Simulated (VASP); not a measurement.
The system is SiC.

```
Si C
1.0
     2.59540    0.00000    0.00000
     0.00000    2.59540    0.00000
     0.00000    0.00000    2.59540
Si C
1 1
Direct
  0.00000 0.00000 0.00000
  0.50000 0.50000 0.50000
```

This cell differs from its parent crystal: volume scaled by 0.974 of the coarse rest volume.

Base run:

```yaml
Program: VASP 6.6.1
Functional: PBEsol
Potentials_or_basis: VASP PAW PBE potentials, release 64 (Si, C)
Cutoff: 520 eV
k_mesh: 16 × 16 × 16
Occupations: fermi-dirac, width 0.15 eV
Spin: no spin polarisation
```

Its results: band gap on the k mesh zero (band 4 reaches 13.23 eV, above the bottom of band 5 at 9.08 eV); pressure 6.1 GPa.

Problem. The run is repeated on the same cell with these changes: functional from PBEsol to PBE. What comes out?

Solution. Band gap on the k mesh zero (band 4 reaches 13.27 eV, above the bottom of band 5 at 9.15 eV); pressure 10.3 GPa.

PBE binds less tightly than PBEsol, so the same cell stands under more pressure.

Caveats: the PAW data sets were made with another functional, which shifts forces and pressure a little (some runs).
